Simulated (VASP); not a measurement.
Input of a VASP 6.6.1 run:

Contents of POSCAR:

```
TaN
1.0
    0.0000000000      2.1790013100      2.1790013100
    2.1790013100      0.0000000000      2.1790013100
    2.1790013100      2.1790013100      0.0000000000
Ta N
1 1
Direct
    0.5000000000      0.5000000000      0.5000000000
    0.0000000000      0.0000000000      0.0000000000
```

INCAR.step1

```
SYSTEM = TaN
ALGO = Normal ; EDIFF = 1E-4
ENCUT = 520 ; GGA = PE
ISMEAR = 0 ; ISPIN = 2
LASPH = .TRUE. ; LCHARG = .FALSE.
LMAXMIX = 4 ; LREAL = .FALSE.
LWAVE = .TRUE. ; MAGMOM = 0 0
NBANDS = 19 ; NELM = 150
PREC = Accurate ; SIGMA = 0.05
```

The input INCAR.step2:

```
SYSTEM = TaN
ALGO = Normal ; EDIFF = 1E-6
ENCUT = 520 ; ISIF = 2
ISMEAR = 0 ; ISPIN = 2
ISTART = 1 ; LASPH = .TRUE.
LCHARG = .TRUE. ; LELF = .TRUE.
LMAXMIX = 4 ; LMIXTAU = .TRUE.
LORBIT = 11 ; LREAL = .FALSE.
LVHAR = .TRUE. ; LWAVE = .FALSE.
MAGMOM = 0 0 ; METAGGA = R2SCAN
NBANDS = 19 ; NELM = 150
PREC = Accurate ; SIGMA = 0.05
```

File KPOINTS:

```
k-points
0
G
  7 7 7
  0 0 0
```

Potentials or basis: VASP PAW PBE potentials, release 64 (Ta_pv, N).

Command:

```console
$ cat potpaw_PBE.64/Ta_pv/POTCAR potpaw_PBE.64/N/POTCAR > POTCAR
$ cp INCAR.step1 INCAR
$ mpirun -np 1 vasp_std > vasp.out
$ cp INCAR.step2 INCAR
$ mpirun -np 1 vasp_std > vasp.out
```

Predict the band gap on the k mesh.

zero (filled and empty bands overlap).

Estimate the net moment.

0.00 μB per cell.

Estimate the pressure.

11.7 GPa.

Caveat: the PAW data sets were made with another functional, which shifts forces and pressure a little; spin-orbit coupling is left out, which moves the levels of the heavy elements.
